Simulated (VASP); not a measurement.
# Ta4O (P4/mmm) in VASP: a series of runs

Runs on Ta4O. Level: PBEsol. Tasks: single point.

All numbers are computed with VASP 6.6.1; they aren't measurements. Logs are shortened: lines on timing, memory, paths and dates and some standing lists are left out, and cuts for length are marked.

## (1) The cell of the first run

Symmetry: P4/mmm, No. 123, tetragonal system. The conventional cell has a = 3.255 Å, b = 3.255 Å, c = 7.145 Å, α = 90.00°, β = 90.00°, γ = 90.00°. Within 3.1 Å of Ta (site symmetry 4/mmm) lie 4 O at 2.30 Å and 8 Ta at 3.06 Å. Within 2.8 Å of Ta (site symmetry 4mm) lie 1 O at 2.02 Å and 4 Ta at 2.78 Å. Ta (site symmetry 4/mmm) has 14 Ta at 2.78 to 3.57 Å within 3.7 Å. Within 2.7 Å of O (site symmetry 4/mmm) lie 6 Ta at 2.02 to 2.30 Å.

## (2) Single point, PBEsol

INCAR

```
SYSTEM = Ta4O
  ALGO = Fast
  EDIFF = 1E-6
  ENCUT = 520
  GGA = PS
  ISIF = 2
  ISMEAR = 0
  LASPH = .True.
  LCHARG = .False.
  LREAL = .False.
  LWAVE = .False.
  NBANDS = 33
  NELM = 80
  PREC = Accurate
  SIGMA = 0.15
```

KPOINTS

```
k-points
0
Gamma
  16 16 8
  0 0 0
```

POSCAR

```
Ta4O
1.0
    3.2549289296      0.0000000000      0.0000000000
    0.0000000000      3.2549289296      0.0000000000
    0.0000000000      0.0000000000      7.1448681512
Ta O
4 1
Direct
    0.0000000000      0.0000000000      0.5000000000
    0.5000000000      0.5000000000      0.7827832025
    0.5000000000      0.5000000000      0.2172167975
    0.0000000000      0.0000000000      0.0000000000
    0.5000000000      0.5000000000      0.5000000000
```

Potentials or basis: VASP PAW PBE potentials, release 64 (Ta_pv, O).

Started as:

```bash
cat potpaw_PBE.64/Ta_pv/POTCAR potpaw_PBE.64/O/POTCAR > POTCAR
mpirun -np 1 vasp_std > vasp.out
```

OUTCAR:

```text
SYSTEM = Ta4O
   EDIFF = 1E-6
   ENCUT = 520
   GGA = PS
   ISIF = 2
   ISMEAR = 0
   LASPH = .True.
   LREAL = .False.
   NELM = 80
   PREC = Accurate

 ion  position               nearest neighbor table
   1  0.000  0.000  0.500-   5 2.30   5 2.30   5 2.30   5 2.30   3 3.06   3 3.06   2 3.06   3 3.06
                             2 3.06   2 3.06   3 3.06   2 3.06   4 3.57   4 3.57
   2  0.500  0.500  0.783-   5 2.02   4 2.78   4 2.78   4 2.78   4 2.78   1 3.06   1 3.06   1 3.06
                             1 3.06   3 3.10
   3  0.500  0.500  0.217-   5 2.02   4 2.78   4 2.78   4 2.78   4 2.78   1 3.06   1 3.06   1 3.06
                             1 3.06   2 3.10
   4  0.000  0.000  0.000-   2 2.78   3 2.78   2 2.78   3 2.78   2 2.78   3 2.78   2 2.78   3 2.78
                             1 3.57   1 3.57
   5  0.500  0.500  0.500-   2 2.02   3 2.02   1 2.30   1 2.30   1 2.30   1 2.30

  LATTYP: Found a simple tetragonal cell.
 ALAT       =     3.2549289296
 C/A-ratio  =     2.1950919070

  Lattice vectors:

 A1 = (   3.2549289296,   0.0000000000,   0.0000000000)
 A2 = (   0.0000000000,   3.2549289296,   0.0000000000)
 A3 = (   0.0000000000,   0.0000000000,   7.1448681512)

Analysis of symmetry for initial positions (statically):
=====================================================================
 Subroutine PRICEL returns:
 Original cell was already a primitive cell.

 Routine SETGRP: Setting up the symmetry group for a
 simple tetragonal supercell.

 Subroutine GETGRP returns: Found 16 space group operations
 (whereof 16 operations were pure point group operations)
 out of a pool of 16 trial point group operations.

The static configuration has the point symmetry D_4h.

Analysis of symmetry for dynamics (positions and initial velocities):
=====================================================================
 Subroutine PRICEL returns:
 Original cell was already a primitive cell.

 Routine SETGRP: Setting up the symmetry group for a
 simple tetragonal supercell.

 Subroutine GETGRP returns: Found 16 space group operations
 (whereof 16 operations were pure point group operations)
 out of a pool of 16 trial point group operations.

The dynamic configuration has the point symmetry D_4h.

 Subroutine INISYM returns: Found 16 space group operations
 (whereof 16 operations are pure point group operations),
 and found     1 'primitive' translations

----------------------------------------------------------------------------------------

                                     Primitive cell

  volume of cell :      75.6968

  direct lattice vectors                    reciprocal lattice vectors
     3.254928930  0.000000000  0.000000000     0.307226370  0.000000000  0.000000000
     0.000000000  3.254928930  0.000000000     0.000000000  0.307226370  0.000000000
     0.000000000  0.000000000  7.144868151     0.000000000  0.000000000  0.139960595

  length of vectors
     3.254928930  3.254928930  7.144868151     0.307226370  0.307226370  0.139960595

  position of ions in fractional coordinates (direct lattice)
     0.000000000  0.000000000  0.500000000
     0.500000000  0.500000000  0.782783202
     0.500000000  0.500000000  0.217216798
     0.000000000  0.000000000  0.000000000
     0.500000000  0.500000000  0.500000000

  ion indices of the primitive-cell ions
   primitive index   ion index
                 1           1
                 2           2
                 3           3
                 4           4
                 5           5

----------------------------------------------------------------------------------------

 KPOINTS: k-points

Automatic generation of k-mesh.
 Grid dimensions read from file:
 generate k-points for:   16   16    8

 Generating k-lattice:

  Cartesian coordinates                     Fractional coordinates (reciprocal lattice)
     0.019201648  0.000000000  0.000000000     0.062500000  0.000000000  0.000000000
     0.000000000  0.019201648  0.000000000     0.000000000  0.062500000  0.000000000
     0.000000000  0.000000000  0.017495074     0.000000000  0.000000000  0.125000000

  Length of vectors
     0.019201648  0.019201648  0.017495074

  Shift w.r.t. Gamma in fractional coordinates (k-lattice)
     0.000000000  0.000000000  0.000000000

 Subroutine IBZKPT returns following result:
 ===========================================

 Found    225 irreducible k-points:

 Following reciprocal coordinates:
            Coordinates               Weight
  0.000000  0.000000  0.000000      1.000000
  0.062500  0.000000  0.000000      4.000000
  0.125000  0.000000  0.000000      4.000000
  0.187500  0.000000  0.000000      4.000000
  0.250000  0.000000  0.000000      4.000000
  0.312500  0.000000  0.000000      4.000000
[... 16 lines left out ...]
  0.437500  0.125000  0.000000      8.000000
  0.500000  0.125000  0.000000      4.000000
 [... further k-points ...]
   k-points           NKPTS =    225   k-points in BZ     NKDIM =    225   number of bands    NBANDS=     33
   number of dos      NEDOS =    301   number of ions     NIONS =      5
   total plane-waves  NPLWV =  31104
   dimension x,y,z NGX =    24 NGY =   24 NGZ =   54
   dimension x,y,z NGXF=    48 NGYF=   48 NGZF=  108
   ions per type =               4   1
   NGX,Y,Z   is equivalent  to a cutoff of  12.26, 12.26, 12.56 a.u.
   NGXF,Y,Z  is equivalent  to a cutoff of  24.52, 24.52, 25.13 a.u.
 SYSTEM =  Ta4O
   PREC   = accura    normal or accurate (medium, high low for compatibility)
   ISTART =      0    job   : 0-new  1-cont  2-samecut
   ICHARG =      2    charge: 1-file 2-atom 10-const
   ISPIN  =      1    spin polarized calculation?
   LNONCOLLINEAR =      F non collinear calculations
   LSORBIT =      F    spin-orbit coupling
   LASPH  =      T    aspherical Exc in radial PAW
   ENCUT  =  520.0 eV  38.22 Ry    6.18 a.u.   6.05  6.05 13.28*2*pi/ulx,y,z
   NELM   =     80;   NELMIN=  2; NELMDL= -5     # of ELM steps
   EDIFF  = 0.1E-05   stopping-criterion for ELM
   LREAL  =      F    real-space projection
   EDIFFG = 0.1E-04   stopping-criterion for IOM
   NSW    =      0    number of steps for IOM
   IBRION =     -1    ionic relax: 0-MD 1-quasi-New 2-CG
   NFREE  =      0    steps in history (QN), initial steepest desc. (CG)
   ISIF   =      2    stress and relaxation
   ISYM   =      2    0-nonsym 1-usesym 2-fastsym
   POTIM  = 0.5000    time-step for ionic-motion
   TEBEG  =    0.0;   TEEND  =   0.0 temperature during run
   PSTRESS=    0.0 pullay stress
   NELECT =      50.0000    total number of electrons
   NUPDOWN=      -1.0000    fix difference up-down
   EMIN   =  10.00;   EMAX   =-10.00  energy-range for DOS
   EFERMI =   0.00;   METHOD = LEGACY
   ISMEAR =     0;   SIGMA  =   0.15  broadening in eV -4-tet -1-fermi 0-gaus
   EFERMI_NEDOS =   21; number of points for ismear=-14 and -15
   IALGO  =     68    algorithm
   IMIX   =      4    mixing-type and parameters
     AMIX     =   0.40;   BMIX     =  1.00
     AMIX_MAG =   1.60;   BMIX_MAG =  1.00
  volume/ion in A,a.u.               =      15.14       102.17
  Fermi-wavevector in a.u.,A,eV,Ry     =   1.425736  2.694250 27.656874  2.032723
  Thomas-Fermi vector in A             =   2.546088
   LORBIT       =      0    0 simple, 1 ext, 2 COOP (PROOUT), +10 PAW based schemes
   GGA     = PS    functional components
   LHFCALC =     F    Hartree Fock is set to
   AEXX    =    0.0000 exact exchange contribution
   IVDW    =     0    specifies the selected vdW correction
   LEPSILON=     F    determine dielectric tensor
   LRPA    =     F    only Hartree local field effects (RPA)
 non-spin polarized calculation
 RMM-DIIS sequential band-by-band and
 Gauss-broadening in eV      SIGMA  =   0.15
  energy-cutoff  :      520.00
  volume of cell :       75.70
 maximum number of plane-waves:      2072
   NGX = 13   NGY = 13   NGZ = 27

 number of electron      50.0000006 magnetization

 Free energy of the ion-electron system (eV)
  ---------------------------------------------------
  ext. energy  EPLUGINS =         0.00000000
  ---------------------------------------------------
  free energy    TOTEN  =       -58.50109142 eV

  energy without entropy =      -58.47730005  energy(sigma->0) =      -58.48919573

 E-fermi :   6.5676     XC(G=0): -12.9274

 val. band max:        6.5673417963   @ k =   0.1875   0.0000   0.5000
 cond. band min:       6.5699782684   @ k =   0.4375   0.1875   0.1250
 fundamental gap:      0.0026364721
 Fermi energy:         6.5676117567

 k-point     1 :       0.0000    0.0000    0.0000
  band No.  band energies     occupation
      1     -28.9322      2.00000
      2     -28.9322      2.00000
      3     -28.5333      2.00000
      4     -28.0448      2.00000
      5     -27.8190      2.00000
      6     -27.6132      2.00000
[... 25 lines left out ...]
     32       8.2999      0.00000
     33       9.3911      0.00000

 k-point     2 :       0.0625    0.0000    0.0000
  band No.  band energies     occupation
      1     -28.9490      2.00000
      2     -28.9303      2.00000
      3     -28.5310      2.00000
      4     -28.0485      2.00000
      5     -27.8239      2.00000
      6     -27.6126      2.00000
[... 25 lines left out ...]
     32       8.7228      0.00000
     33       9.5018      0.00000

 k-point     3 :       0.1250    0.0000    0.0000
  band No.  band energies     occupation
      1     -28.9959      2.00000
      2     -28.9250      2.00000
      3     -28.5248      2.00000
      4     -28.0589      2.00000
      5     -27.8375      2.00000
      6     -27.6125      2.00000
[... 25 lines left out ...]
     32       9.0680      0.00000
     33       9.8232      0.00000

 k-point     4 :       0.1875    0.0000    0.0000
  band No.  band energies     occupation
      1     -29.0635      2.00000
      2     -28.9170      2.00000
      3     -28.5170      2.00000
      4     -28.0741      2.00000
      5     -27.8565      2.00000
      6     -27.6172      2.00000
[... 673 lines left out ...]
     32       9.8382      0.00000
     33      10.6203      0.00000

 k-point    23 :       0.4375    0.1250    0.0000
  band No.  band energies     occupation
      1     -29.2919      2.00000
      2     -28.9306      2.00000
      3     -28.4991      2.00000
      4     -28.1194      2.00000
      5     -27.8519      2.00000
      6     -27.7356      2.00000
[... 25 lines left out ...]
     32       9.9094      0.00000
     33      10.5118      0.00000

 k-point    24 :       0.5000    0.1250    0.0000
  band No.  band energies     occupation
      1     -29.3049      2.00000
      2     -28.9281      2.00000
      3     -28.4999      2.00000
      4     -28.1234      2.00000
      5     -27.8465      2.00000
      6     -27.7417      2.00000
[... 25 lines left out ...]
     32      10.4753      0.00000
     33      10.9330      0.00000

 [... further k-points ...]
[... 5 lines left out ...]
  --------------------------------------------------------------------------------------
  -------------------------------------------------------------------------------------
  Total       -0.6943359     -0.6943359      4.5943570      0.0000000      0.0000000      0.0000000
  in kB      -14.6961286    -14.6961286     97.2429398      0.0000000      0.0000000      0.0000000
  external PRESSURE =      22.6168942 kB  Pullay stress =       0.0000000 kB

 VOLUME and BASIS-vectors are now :
 -----------------------------------------------------------------------------
  energy-cutoff  :      520.00
  volume of cell :       75.70
      direct lattice vectors                 reciprocal lattice vectors
     3.254928930  0.000000000  0.000000000     0.307226370  0.000000000  0.000000000
     0.000000000  3.254928930  0.000000000     0.000000000  0.307226370  0.000000000
     0.000000000  0.000000000  7.144868151     0.000000000  0.000000000  0.139960595

 POSITION                                       TOTAL-FORCE (eV/Angst)
 -----------------------------------------------------------------------------------
      0.00000      0.00000      3.57243        -0.000000     -0.000000     -0.000000
      1.62746      1.62746      5.59288         0.000000      0.000000      0.574579
      1.62746      1.62746      1.55199        -0.000000      0.000000     -0.574579
      0.00000      0.00000      0.00000        -0.000000     -0.000000     -0.000000
      1.62746      1.62746      3.57243        -0.000000     -0.000000     -0.000000
 -----------------------------------------------------------------------------------
    total drift:                                0.000000     -0.000000      0.000000

  FREE ENERGIE OF THE ION-ELECTRON SYSTEM (eV)
  ---------------------------------------------------
  free  energy   TOTEN  =       -58.5010914165 eV

  energy  without entropy=      -58.4773000525  energy(sigma->0) =      -58.48919573
```

It took 16 min on 1 thread of Oxide Virtual Turin-like, shared host; peak memory 0.47 GiB.

What came out:

```yaml
Free_energy: -58.5011 eV
Pressure: 2.3 GPa
Largest_force: 0.575 eV/Å
Band_gap_on_the_k_mesh: zero (bands 25 and 26 overlap by 1.04 eV)
```

Forces in eV/Å, atoms in the order of the input:
```
Ta   0.000  0.000  0.000
Ta   0.000  0.000  0.575
Ta   0.000  0.000 -0.575
Ta   0.000  0.000  0.000
O    0.000  0.000  0.000
```

Levels at points of the mesh, in eV from the Fermi level:
```csv
k point,band 23,band 24,band 25,band 26,band 27,band 28
"(0.00, 0.00, 0.00)",-0.51,-0.51,-0.22,0.24,1.02,1.02
"(0.50, 0.00, 0.00)",-1.00,-0.64,0.30,0.84,0.88,1.61
"(0.50, 0.50, 0.00)",-1.44,-0.58,-0.58,1.45,2.62,2.87
"(0.00, 0.00, 0.50)",-0.67,-0.40,0.07,0.58,0.81,0.81
"(0.50, 0.00, 0.50)",-1.16,-0.62,-0.49,0.94,1.67,1.76
"(0.50, 0.50, 0.50)",-1.54,0.04,0.04,1.46,2.08,2.08
```

Caveat: the stress differs along the axes, from -1 to 10 GPa; the PAW data sets were made with another functional, which shifts forces and pressure a little; spin-orbit coupling is left out, which moves the levels of the heavy elements.

## (3) Single point, PBEsol

This run uses another cell than the first one, of the same volume but with other edges.

INCAR

```
SYSTEM = Ta4O
PREC = Accurate ; ENCUT = 520
EDIFF = 1E-7 ; ISMEAR = 0
SIGMA = 0.15 ; LREAL = .False.
LASPH = .True. ; NELM = 60
ALGO = Fast ; ISIF = 2
LWAVE = .False. ; LCHARG = .False.
GGA = PS ; NBANDS = 33
```

KPOINTS

```
regular mesh
0
Gamma
  16 16 8
  0 0 0
```

Changes to POSCAR since step 2:

```diff
@@ -2,5 +2,5 @@
 1.0
-    3.2549289296      0.0000000000      0.0000000000
-    0.0000000000      3.2549289296      0.0000000000
-    0.0000000000      0.0000000000      7.1448681512
+    3.1591396303      0.0000000000      0.0000000000
+    0.0000000000      3.1591396303      0.0000000000
+    0.0000000000      0.0000000000      7.5847207577
 Ta O
```

Potentials or basis: VASP PAW PBE potentials, release 64 (Ta_pv, O).

Started as:

```bash
cat potpaw_PBE.64/Ta_pv/POTCAR potpaw_PBE.64/O/POTCAR > POTCAR
mpirun -np 1 vasp_std > vasp.out
```

Run time: 10 min. Hardware: 1 thread of Oxide Virtual Turin-like, shared host; peak memory 0.48 GiB.

Results (log left out):

* Free energy: -58.4974 eV
* Pressure: -0.3 GPa
* Largest force: 0.372 eV/Å
* Band gap on the k mesh: zero (bands 25 and 26 overlap by 1.11 eV)

Forces on the atoms (eV/Å):
```
Ta   0.000  0.000  0.000
Ta   0.000  0.000 -0.372
Ta   0.000  0.000  0.372
Ta   0.000  0.000  0.000
O    0.000  0.000  0.000
```

Stress tensor (GPa, compression positive):
```
 2.77  0.00  0.00
 0.00  2.77  0.00
 0.00  0.00 -6.48
```

Levels at points of the mesh, in eV from the Fermi level:
| k point | band 23 | band 24 | band 25 | band 26 | band 27 | band 28 |
| --- | --- | --- | --- | --- | --- | --- |
| (0.00, 0.00, 0.00) | -0.50 | -0.50 | -0.13 | 0.83 | 1.02 | 1.16 |
| (0.50, 0.00, 0.00) | -0.84 | -0.73 | 0.11 | 1.01 | 1.04 | 1.24 |
| (0.50, 0.50, 0.00) | -1.65 | -0.70 | -0.70 | 2.15 | 2.22 | 3.03 |
| (0.00, 0.00, 0.50) | -0.43 | -0.43 | 0.50 | 0.55 | 0.55 | 1.01 |
| (0.50, 0.00, 0.50) | -0.93 | -0.66 | -0.24 | 1.02 | 1.21 | 1.29 |
| (0.50, 0.50, 0.50) | -2.12 | 0.26 | 0.26 | 1.97 | 1.97 | 2.20 |

Caveat: the stress differs along the axes, from -6 to 3 GPa; the PAW data sets were made with another functional, which shifts forces and pressure a little; spin-orbit coupling is left out, which moves the levels of the heavy elements.
